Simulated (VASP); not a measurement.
Runs of VASP 6.6.1 on GeAu. The structure is that of space group Pm-3m (No. 221), or close to it. The cells are those of the table. 

| cell | gap on the mesh (eV) | pressure (GPa) |
| --- | --- | --- |
| a = 3.317 Å, 2 atoms | none | -2.1 |
| a = 3.273 Å, 2 atoms | none | 2.2 |
| a = 3.295 Å, 2 atoms | none | (b) |
| a = 3.339 Å, 2 atoms | none | (a) |
| a = 3.295 Å, angles 90.6, 90.0, 90.0°, 2 atoms | none | -0.1 |

Alike in all rows: task single point; level PBEsol; potentials or basis VASP PAW PBE potentials, release 64 (Au, Ge_d); no spin polarisation; k mesh 10 × 10 × 10; cutoff (eV) 520; smearing gaussian 0.05 eV.

Fill in the values left out.

(a) -4.0; (b) 0.1.

Caveats: the PAW data sets were made with another functional, which shifts forces and pressure a little; spin-orbit coupling is left out, which moves the levels of the heavy elements.

A k mesh can miss the band edges, and the runs leave out spin-orbit coupling on Au, Ge.

A gap of «none» marks levels without a gap at the run's occupations.
